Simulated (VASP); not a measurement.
## Sn3Te: single point with PBEsol

Sn3Te:

```xyz
4
Lattice="-2.2855 2.2855 5.4795 2.2855 -2.2855 5.4795 2.2855 2.2855 -5.4795" Properties=species:S:1:pos:R:3 pbc="T T T"
Te    0.0000    0.0000    0.0000
Sn    0.0000    0.0000    5.4795
Sn    2.2855    0.0000    2.7397
Sn    0.0000    2.2855    2.7397
```

This cell differs from its parent crystal: volume scaled by 0.98.

```json
{"Program": "VASP 6.6.1", "Task": "single point", "Functional": "PBEsol", "Potentials or basis": "VASP PAW PBE potentials, release 64 (Te, Sn_d)", "Cutoff": "520 eV", "k mesh": "8 × 8 × 8", "Occupations": "fermi-dirac, width 0.05 eV", "Spin": "no spin polarisation", "Dipole correction": "no", "Further INCAR settings": "ALGO = Fast; EDIFF = 1e-06; NBANDS = 32"}
```

```yaml
Pressure: -2.3 GPa
Band_gap_on_the_k_mesh: zero (band 24 reaches 8.02 eV, above the bottom of band 25 at 7.03 eV)
```

Stress tensor (GPa, compression positive):
```
-2.17  0.00  0.00
 0.00 -2.17  0.00
 0.00  0.00 -2.51
```

Levels at points of the mesh, in eV from the Fermi level:
| k point | band 22 | band 23 | band 24 | band 25 | band 26 | band 27 |
| --- | --- | --- | --- | --- | --- | --- |
| (0.00, 0.00, 0.00) | -3.13 | -1.65 | -1.65 | -0.36 | 0.35 | 2.70 |
| (0.50, 0.00, 0.00) | -1.93 | -0.86 | -0.67 | 0.66 | 1.08 | 1.08 |
| (0.50, 0.50, 0.00) | -3.21 | -2.48 | -1.59 | -0.53 | 2.60 | 2.73 |
| (0.50, 0.50, 0.50) | -1.06 | -0.15 | -0.15 | 0.54 | 1.56 | 2.01 |

Run time: 5.1 min on 1 thread of Intel Xeon 6975P-C (shared host), peak memory 0.43 GiB.

Caveat: the PAW data sets were made with another functional, which shifts forces and pressure a little; spin-orbit coupling is left out, which moves the levels of the heavy elements.
